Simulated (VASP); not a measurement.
Here is a VASP 6.6.1 calculation.

File POSCAR:

```
P
1.0
    3.1424132122      0.0000000000      0.0000000000
    0.0000000000     33.2899635222      0.0000000000
    0.0000000000      0.0000000000      4.4275022699
P
4
Direct
    0.0000000000      0.9681446706      0.5821705638
    0.0000000000      0.0318553294      0.4178294362
    0.5000000000      0.0318553294      0.0821705638
    0.5000000000      0.9681446706      0.9178294362
```

File INCAR.step1:

```
  ALGO = Normal
  EDIFF = 1E-4
  ENCUT = 520
  GGA = PE
  ISMEAR = 0
  LASPH = True
  LCHARG = False
  LREAL = False
  LWAVE = True
  NBANDS = 18
  NELM = 60
  PREC = Accurate
  SIGMA = 0.02
```

The input INCAR.step2:

```
  ALGO = Normal
  EDIFF = 1E-6
  ENCUT = 520
  ISIF = 2
  ISMEAR = 0
  ISTART = 1
  LASPH = True
  LCHARG = False
  LMIXTAU = True
  LREAL = False
  LWAVE = False
  METAGGA = R2SCAN
  NBANDS = 18
  NELM = 60
  PREC = Accurate
  SIGMA = 0.02
```

KPOINTS

```
k-points
0
Gamma
  8 1 6
```

Potentials or basis: VASP PAW PBE potentials, release 64 (P).

The run is started by

```console
$ cat potpaw_PBE.64/P/POTCAR > POTCAR
$ cp INCAR.step1 INCAR
$ mpirun -np 1 vasp_std > vasp.out
$ cp INCAR.step2 INCAR
$ mpirun -np 1 vasp_std > vasp.out
```

Problem. Predict the largest force.

Solution. 0.125 eV/Å.

Problem. Predict the band gap on the k mesh.

Solution. 0.61 eV (least direct gap 0.62 eV).

Forces in eV/Å, atoms in the order of the input:
```
P    0.000  0.057  0.112
P    0.000 -0.057 -0.112
P    0.000 -0.057  0.112
P    0.000  0.057 -0.112
```

Caveat: the cell differs from its parent crystal (equal strain along all axes, cell held: -4.5 %, then relaxed in part); there is no dipole correction, which matters where the two faces differ; the PAW data sets were made with another functional, which shifts forces and pressure a little.
